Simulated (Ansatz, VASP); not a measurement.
**One calculation of O, two programs**

```
O
1.0
    15.00000    0.00000    0.00000
     0.00000   15.50000    0.00000
     0.00000    0.00000   16.00000
O
1
Direct
  0.50000 0.50000 0.50000
```

Alike in both runs: task single point; functional PBEsol; k mesh 1 × 1 × 1; occupations gaussian, width 0.005 eV; collinear spin.

|  | VASP | Ansatz |
| --- | --- | --- |
| version | VASP 6.6.1 | Ansatz 0.2.0 |
| potentials or method | VASP PAW PBE potentials, release 64 (O), cutoff 520 eV | scalar-relativistic, plane waves, PAW |
| valence electrons in the cell | 6 | 6 |

|  | VASP | Ansatz | Ansatz less VASP |
| --- | --- | --- | --- |
| gap on the k mesh at the Fermi level (eV) | 0.87 | 0.86 | -0.010 |
| net moment per atom (μB) | 2.00 | 2.00 | 0.000 |
| size of the moment on the site where the two differ most (μB) | 1.54 | 2.00 | +0.459 |

VASP's potentials were made for PBE, not for PBEsol. Site moments also hang on the region over which each program counts them. Ansatz's warnings: stability check not made.
